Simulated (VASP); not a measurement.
# Pd (P6_3/mmc) in VASP: notebook

Runs on Pd. Level: PBEsol. Tasks: single point.

All numbers are computed with VASP 6.6.1; they aren't measurements. Logs are shortened: lines on timing, memory, paths and dates and some standing lists are left out, and cuts for length are marked.

### Step 1. The cell of the first run

Symmetry: P6_3/mmc, No. 194, hexagonal system. The conventional cell has a = 2.753 Å, b = 2.753 Å, c = 4.633 Å, α = 90.00°, β = 90.00°, γ = 120.00°. Pd (site symmetry -6m2) has 12 Pd at 2.75 to 2.81 Å within 3.6 Å.

This isn't the form of Pd at room conditions, which is fcc.

### Step 2. Single point, PBEsol, collinear spin (15.20 Å³/atom)

INCAR reads:

```
SYSTEM = Pd
PREC = Accurate ; ENCUT = 520
EDIFF = 1E-6 ; ISMEAR = -1
SIGMA = 0.05 ; LREAL = .FALSE.
LASPH = .TRUE. ; NELM = 150
ALGO = Normal ; ISIF = 2
LWAVE = .FALSE. ; LCHARG = .FALSE.
ISPIN = 2 ; MAGMOM = 0.5 0.5
LORBIT = 11 ; LMAXMIX = 4
GGA = PS ; NBANDS = 21
```

KPOINTS reads:

```
Automatic mesh
0
G
  15 15 8
  0 0 0
```

POSCAR reads:

```
Pd
1.0
    2.7527862320      0.0000000000      0.0000000000
   -1.3763931160      2.3839828081      0.0000000000
    0.0000000000      0.0000000000      4.6331564929
Pd
2
Direct
    0.3333333333      0.6666666667      0.2500000000
    0.6666666667      0.3333333333      0.7500000000
```

Potentials or basis: VASP PAW PBE potentials, release 64 (Pd).

Run with:

```
$ cat potpaw_PBE.64/Pd/POTCAR > POTCAR
$ mpirun -np 1 vasp_std > vasp.out
```

OUTCAR:

```text
SYSTEM = Pd
   PREC = Accurate
   ENCUT = 520
   EDIFF = 1E-6
   ISMEAR = -1
   LREAL = .FALSE.
   LASPH = .TRUE.
   NELM = 150
   ISIF = 2
   ISPIN = 2
   LORBIT = 11
   GGA = PS

 ion  position               nearest neighbor table
   1  0.333  0.667  0.250-   2 2.81   2 2.81   2 2.81   2 2.81   2 2.81   2 2.81
   2  0.667  0.333  0.750-   1 2.81   1 2.81   1 2.81   1 2.81   1 2.81   1 2.81

  LATTYP: Found a hexagonal cell.
 ALAT       =     2.7527862320
 C/A-ratio  =     1.6830789253

  Lattice vectors:

 A1 = (   2.7527862320,   0.0000000000,   0.0000000000)
 A2 = (  -1.3763931160,   2.3839828081,   0.0000000000)
 A3 = (   0.0000000000,   0.0000000000,   4.6331564929)

Analysis of symmetry for initial positions (statically):
=====================================================================
 Subroutine PRICEL returns:
 Original cell was already a primitive cell.

 Routine SETGRP: Setting up the symmetry group for a
 hexagonal supercell.

 Subroutine GETGRP returns: Found 24 space group operations
 (whereof 12 operations were pure point group operations)
 out of a pool of 24 trial point group operations.

The static configuration has the point symmetry D_3d.
 The point group associated with its full space group is D_6h.

Analysis of symmetry for dynamics (positions and initial velocities):
=====================================================================
 Subroutine PRICEL returns:
 Original cell was already a primitive cell.

 Routine SETGRP: Setting up the symmetry group for a
 hexagonal supercell.

 Subroutine GETGRP returns: Found 24 space group operations
 (whereof 12 operations were pure point group operations)
 out of a pool of 24 trial point group operations.

The dynamic configuration has the point symmetry D_3d.
 The point group associated with its full space group is D_6h.

Analysis of structural, dynamic, and magnetic symmetry:
=====================================================================
 Subroutine PRICEL returns:
 Original cell was already a primitive cell.

 Routine SETGRP: Setting up the symmetry group for a
 hexagonal supercell.

 Subroutine GETGRP returns: Found 24 space group operations
 (whereof 12 operations were pure point group operations)
 out of a pool of 24 trial point group operations.

The overall configuration has the point symmetry D_3d.
 The point group associated with its full space group is D_6h.

 Subroutine INISYM returns: Found 24 space group operations
 (whereof 12 operations are pure point group operations),
 and found     1 'primitive' translations

----------------------------------------------------------------------------------------

                                     Primitive cell

  volume of cell :      30.4055

  direct lattice vectors                    reciprocal lattice vectors
     2.752786232  0.000000000  0.000000000     0.363268309  0.209733056  0.000000000
    -1.376393116  2.383982808  0.000000000     0.000000000  0.419466112  0.000000000
     0.000000000  0.000000000  4.633156493     0.000000000  0.000000000  0.215835576

  length of vectors
     2.752786232  2.752786232  4.633156493     0.419466112  0.419466112  0.215835576

  position of ions in fractional coordinates (direct lattice)
     0.333333333  0.666666667  0.250000000
     0.666666667  0.333333333  0.750000000

  ion indices of the primitive-cell ions
   primitive index   ion index
                 1           1
                 2           2

----------------------------------------------------------------------------------------

 KPOINTS: Automatic mesh

Automatic generation of k-mesh.
 Grid dimensions read from file:
 generate k-points for:   15   15    8

 Generating k-lattice:

  Cartesian coordinates                     Fractional coordinates (reciprocal lattice)
     0.024217887  0.013982204  0.000000000     0.066666667  0.000000000  0.000000000
     0.000000000  0.027964407  0.000000000     0.000000000  0.066666667  0.000000000
     0.000000000  0.000000000  0.026979447     0.000000000  0.000000000  0.125000000

  Length of vectors
     0.027964407  0.027964407  0.026979447

  Shift w.r.t. Gamma in fractional coordinates (k-lattice)
     0.000000000  0.000000000  0.000000000

 Subroutine IBZKPT returns following result:
 ===========================================

 Found    135 irreducible k-points:

 Following reciprocal coordinates:
            Coordinates               Weight
  0.000000  0.000000  0.000000      1.000000
  0.066667  0.000000  0.000000      6.000000
  0.133333  0.000000  0.000000      6.000000
  0.200000 -0.000000  0.000000      6.000000
  0.266667  0.000000  0.000000      6.000000
  0.333333  0.000000  0.000000      6.000000
[... 16 lines left out ...]
  0.333333  0.200000  0.000000     12.000000
  0.400000  0.200000  0.000000      6.000000
 [... further k-points ...]
   k-points           NKPTS =    135   k-points in BZ     NKDIM =    135   number of bands    NBANDS=     21
   number of dos      NEDOS =    301   number of ions     NIONS =      2
   total plane-waves  NPLWV =  14400
   dimension x,y,z NGX =    20 NGY =   20 NGZ =   36
   dimension x,y,z NGXF=    40 NGYF=   40 NGZF=   72
   ions per type =               2
   NGX,Y,Z   is equivalent  to a cutoff of  12.08, 12.08, 12.92 a.u.
   NGXF,Y,Z  is equivalent  to a cutoff of  24.16, 24.16, 25.83 a.u.
 SYSTEM =  Pd
   PREC   = accura    normal or accurate (medium, high low for compatibility)
   ISTART =      0    job   : 0-new  1-cont  2-samecut
   ICHARG =      2    charge: 1-file 2-atom 10-const
   ISPIN  =      2    spin polarized calculation?
   LNONCOLLINEAR =      F non collinear calculations
   LSORBIT =      F    spin-orbit coupling
   LASPH  =      T    aspherical Exc in radial PAW
   ENCUT  =  520.0 eV  38.22 Ry    6.18 a.u.   5.12  5.12  8.61*2*pi/ulx,y,z
   NELM   =    150;   NELMIN=  2; NELMDL= -5     # of ELM steps
   EDIFF  = 0.1E-05   stopping-criterion for ELM
   LREAL  =      F    real-space projection
   EDIFFG = 0.1E-04   stopping-criterion for IOM
   NSW    =      0    number of steps for IOM
   IBRION =     -1    ionic relax: 0-MD 1-quasi-New 2-CG
   NFREE  =      0    steps in history (QN), initial steepest desc. (CG)
   ISIF   =      2    stress and relaxation
   ISYM   =      2    0-nonsym 1-usesym 2-fastsym
   POTIM  = 0.5000    time-step for ionic-motion
   TEBEG  =    0.0;   TEEND  =   0.0 temperature during run
   PSTRESS=    0.0 pullay stress
   NELECT =      20.0000    total number of electrons
   NUPDOWN=      -1.0000    fix difference up-down
   EMIN   =  10.00;   EMAX   =-10.00  energy-range for DOS
   EFERMI =   0.00;   METHOD = LEGACY
   ISMEAR =    -1;   SIGMA  =   0.05  broadening in eV -4-tet -1-fermi 0-gaus
   EFERMI_NEDOS =   21; number of points for ismear=-14 and -15
   IALGO  =     38    algorithm
   IMIX   =      4    mixing-type and parameters
     AMIX     =   0.40;   BMIX     =  1.00
     AMIX_MAG =   1.60;   BMIX_MAG =  1.00
  volume/ion in A,a.u.               =      15.20       102.59
  Fermi-wavevector in a.u.,A,eV,Ry     =   1.423751  2.690499 27.579911  2.027066
  Thomas-Fermi vector in A             =   2.544315
   LORBIT       =     11    0 simple, 1 ext, 2 COOP (PROOUT), +10 PAW based schemes
   GGA     = PS    functional components
   LHFCALC =     F    Hartree Fock is set to
   AEXX    =    0.0000 exact exchange contribution
   IVDW    =     0    specifies the selected vdW correction
   LEPSILON=     F    determine dielectric tensor
   LRPA    =     F    only Hartree local field effects (RPA)
 spin polarized calculation
  energy-cutoff  :      520.00
  volume of cell :       30.41
 maximum number of plane-waves:       835
   NGX = 11   NGY = 11   NGZ = 17

 number of electron      20.0000007 magnetization       0.5224675

 Free energy of the ion-electron system (eV)
  ---------------------------------------------------
  ext. energy  EPLUGINS =         0.00000000
  ---------------------------------------------------
  free energy    TOTEN  =       -11.84383256 eV

  energy without entropy =      -11.80645242  energy(sigma->0) =      -11.82514249

 E-fermi :   9.1362     XC(G=0): -13.1904

 val. band max:        9.1351239109   @ k =   0.2000  -0.0000   0.0000
 cond. band min:       9.1388187430   @ k =   0.4000   0.0000   0.5000
 fundamental gap:      0.0036948321
 Fermi energy:         9.1362213712

 spin component 1

 k-point     1 :       0.0000    0.0000    0.0000
  band No.  band energies     occupation
      1       2.1007      1.00000
      2       3.9194      1.00000
      3       6.1338      1.00000
      4       6.3993      1.00000
      5       6.3993      1.00000
      6       6.7224      1.00000
[... 13 lines left out ...]
     20      33.3517      0.00000
     21      33.8485      0.00000
[... 529 lines left out ...]
 k-point    24 :       0.4000    0.2000    0.0000
  band No.  band energies     occupation
      1       4.6617      1.00000
      2       4.7572      1.00000
      3       5.0703      1.00000
      4       6.2512      1.00000
      5       6.4055      1.00000
      6       6.4821      1.00000
[... 13 lines left out ...]
     20      34.5338      0.00000
     21      35.1433      0.00000

 [... further k-points ...]

 spin component 2

 k-point     1 :       0.0000    0.0000    0.0000
  band No.  band energies     occupation
      1       2.1220      1.00000
      2       4.0502      1.00000
      3       6.3305      1.00000
      4       6.5875      1.00000
      5       6.5875      1.00000
      6       6.9159      1.00000
[... 13 lines left out ...]
     20      33.3682      0.00000
     21      33.8940      0.00000
[... 529 lines left out ...]
 k-point    24 :       0.4000    0.2000    0.0000
  band No.  band energies     occupation
      1       4.7905      1.00000
      2       4.9098      1.00000
      3       5.2038      1.00000
      4       6.4034      1.00000
      5       6.5402      1.00000
      6       6.6284      1.00000
[... 13 lines left out ...]
     20      34.5872      0.00000
     21      35.4169      0.00000

 [... further k-points ...]

------------------------ aborting loop because EDIFF is reached ----------------------------------------

  FORCE on cell =-STRESS in cart. coord.  units (eV):
  Direction    XX          YY          ZZ          XY          YZ          ZX
  --------------------------------------------------------------------------------------
  -------------------------------------------------------------------------------------
  Total       -1.2834717     -1.2834717     -1.5034865      0.0000000      0.0000000      0.0000000
  in kB      -67.6307634    -67.6307634    -79.2241413      0.0000000      0.0000000      0.0000000
  external PRESSURE =     -71.4952227 kB  Pullay stress =       0.0000000 kB

 VOLUME and BASIS-vectors are now :
 -----------------------------------------------------------------------------
  energy-cutoff  :      520.00
  volume of cell :       30.41
      direct lattice vectors                 reciprocal lattice vectors
     2.752786232  0.000000000  0.000000000     0.363268309  0.209733056  0.000000000
    -1.376393116  2.383982808  0.000000000     0.000000000  0.419466112  0.000000000
     0.000000000  0.000000000  4.633156493     0.000000000  0.000000000  0.215835576

 POSITION                                       TOTAL-FORCE (eV/Angst)
 -----------------------------------------------------------------------------------
     -0.00000      1.58932      1.15829         0.000000     -0.000000      0.000000
      1.37639      0.79466      3.47487        -0.000000      0.000000      0.000000
 -----------------------------------------------------------------------------------
    total drift:                               -0.000000      0.000000     -0.000000

  FREE ENERGIE OF THE ION-ELECTRON SYSTEM (eV)
  ---------------------------------------------------
  free  energy   TOTEN  =       -11.8438325553 eV

  energy  without entropy=      -11.8064524202  energy(sigma->0) =      -11.82514249

 total charge

# of ion       s       p       d       tot
------------------------------------------
    1        0.466   0.452   8.449   9.366
    2        0.466   0.452   8.449   9.366
--------------------------------------------------
tot          0.931   0.904  16.897  18.732

 magnetization (x)

# of ion       s       p       d       tot
------------------------------------------
    1       -0.002  -0.006   0.268   0.261
    2       -0.002  -0.006   0.268   0.261
--------------------------------------------------
tot         -0.003  -0.012   0.536   0.521
```

Wall time 1.8 min (1 thread of Intel Xeon Platinum 8259CL at 2.50GHz (Skylake/Cascade Lake), shared host); peak memory 0.24 GiB.

What came out:

| Item | Value |
| --- | --- |
| Free energy | -11.8438 eV |
| Pressure | -7.1 GPa |
| Net moment | 0.52 μB per cell |
| Site moments | Pd +0.26 μB |
| Valence electrons inside the program's atomic spheres | Pd 9.37 |

Stress tensor (GPa, compression positive):
```
-6.76  0.00  0.00
 0.00 -6.76  0.00
 0.00  0.00 -7.92
```

Caveat: the cell stands under tension; the PAW data sets were made with another functional, which shifts forces and pressure a little.

### Step 3. Single point, PBEsol, collinear spin (15.79 Å³/atom)

This run uses another cell than the first one, of 15.79 Å³/atom.

INCAR reads:

```
SYSTEM = Pd
PREC = Accurate
ENCUT = 520
EDIFF = 1E-7
ISMEAR = -1
SIGMA = 0.05
LREAL = .FALSE.
LASPH = .TRUE.
NELM = 150
ALGO = Normal
ISIF = 2
LWAVE = .FALSE.
LCHARG = .TRUE.
ISPIN = 2
MAGMOM = 0.5 0.5
LORBIT = 11
LMAXMIX = 4
GGA = PS
LELF = .TRUE.
LVHAR = .TRUE.
NBANDS = 21
```

KPOINTS reads:

```
regular mesh
0
G
  15 15 8
  0 0 0
```

POSCAR reads:

```
Pd
1.0
    2.7876353269      0.0000000000      0.0000000000
   -1.3938176634      2.4141630096      0.0000000000
    0.0000000000      0.0000000000      4.6918102700
Pd
2
Direct
    0.3333333333      0.6666666667      0.2500000000
    0.6666666667      0.3333333333      0.7500000000
```

Potentials or basis: VASP PAW PBE potentials, release 64 (Pd).

Run with:

```
$ cat potpaw_PBE.64/Pd/POTCAR > POTCAR
$ mpirun -np 1 vasp_std > vasp.out
```

OUTCAR:

```text
SYSTEM = Pd
   PREC = Accurate
   ENCUT = 520
   EDIFF = 1E-7
   ISMEAR = -1
   LREAL = .FALSE.
   LASPH = .TRUE.
   NELM = 150
   ISIF = 2
   ISPIN = 2
   LORBIT = 11
   GGA = PS

 ion  position               nearest neighbor table
   1  0.333  0.667  0.250-   2 2.84   2 2.84   2 2.84   2 2.84   2 2.84   2 2.84
   2  0.667  0.333  0.750-   1 2.84   1 2.84   1 2.84   1 2.84   1 2.84   1 2.84

  LATTYP: Found a hexagonal cell.
 ALAT       =     2.7876353269
 C/A-ratio  =     1.6830789253

  Lattice vectors:

 A1 = (   2.7876353269,   0.0000000000,   0.0000000000)
 A2 = (  -1.3938176634,   2.4141630096,   0.0000000000)
[... 1369 lines left out ...]

 VOLUME and BASIS-vectors are now :
 -----------------------------------------------------------------------------
  energy-cutoff  :      520.00
  volume of cell :       31.57
      direct lattice vectors                 reciprocal lattice vectors
     2.787635327  0.000000000  0.000000000     0.358726979  0.207111118  0.000000000
    -1.393817663  2.414163010  0.000000000     0.000000000  0.414222236  0.000000000
     0.000000000  0.000000000  4.691810270     0.000000000  0.000000000  0.213137348

 POSITION                                       TOTAL-FORCE (eV/Angst)
 -----------------------------------------------------------------------------------
     -0.00000      1.60944      1.17295        -0.000000      0.000000      0.000000
      1.39382      0.80472      3.51886         0.000000     -0.000000      0.000000
 -----------------------------------------------------------------------------------
    total drift:                               -0.000000      0.000000     -0.000000

  FREE ENERGIE OF THE ION-ELECTRON SYSTEM (eV)
  ---------------------------------------------------
  free  energy   TOTEN  =       -11.7719336545 eV

  energy  without entropy=      -11.7357057854  energy(sigma->0) =      -11.75381972

 total charge

# of ion       s       p       d       tot
------------------------------------------
    1        0.448   0.416   8.431   9.295
    2        0.448   0.416   8.431   9.295
--------------------------------------------------
tot          0.895   0.832  16.862  18.589

 magnetization (x)

# of ion       s       p       d       tot
------------------------------------------
    1       -0.002  -0.007   0.326   0.317
    2       -0.002  -0.007   0.326   0.317
--------------------------------------------------
tot         -0.004  -0.014   0.651   0.634
```

stdout:

```text
POSCAR found type information on POSCAR Pd
 POSCAR found :  1 types and       2 ions
 scaLAPACK will be used
 -----------------------------------------------------------------------------
|                                                                             |
|                                                                             |
|     You enforced a specific xc type in the INCAR file but a different       |
|     I HOPE YOU KNOW WHAT YOU ARE DOING!                                     |
|                                                                             |
 -----------------------------------------------------------------------------

 LDA part: xc-table for (Slater+PW92), standard interpolation
 POSCAR, INCAR and KPOINTS ok, starting setup
 FFT: planning ... GRIDC
 FFT: planning ... GRID_SOFT
 FFT: planning ... GRID
 WAVECAR not read
 entering main loop
```

Wall time 2.1 min (1 thread of Intel Xeon Platinum 8259CL at 2.50GHz (Skylake/Cascade Lake), shared host); peak memory 0.26 GiB.

What came out:

```yaml
Free_energy: -11.7719 eV
Pressure: -12.5 GPa
Net_moment: 0.63 μB per cell
Site_moments: Pd +0.32 μB
Valence_electrons_inside_the_program's_atomic_spheres: Pd 9.29
```

Caveat: the cell stands under tension; the PAW data sets were made with another functional, which shifts forces and pressure a little.

[end of part 1 of 2]
